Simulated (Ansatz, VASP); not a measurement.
# Two plane-wave programs on Al

```
Al
1.0
     4.39943    0.00000    0.03677
     0.00000    2.91539    0.00000
    -0.04624    0.00000    5.26674
Al
4
Direct
  0.25000 0.00000 0.33475
  0.24998 0.50000 0.83475
  0.75002 0.50000 0.16525
  0.75000 0.00000 0.66525
```

Alike in both runs: functional PBE; k mesh 4 × 6 × 4; occupations gaussian, width 0.1 eV; no spin polarisation.

Ansatz relaxed the structure, and its values are those at the end. VASP's run is a single point on that final structure, the one shown.

```csv
,VASP,Ansatz
version,VASP 6.6.1,Ansatz 0.2.0
potentials or method,"VASP PAW PBE potentials, release 64 (Al), cutoff 520 eV","scalar-relativistic, plane waves, PAW"
valence electrons in the cell,12,12
```

```tsv
	VASP	Ansatz	Ansatz less VASP
gap on the k mesh at the Fermi level (eV)	none	none	-
pressure (GPa)	0.1	0.1	+0.03
```

A gap of «none» marks a metal or a gap that the smearing closes. With one functional, cell and mesh, what is left measures potentials, basis and numerics.
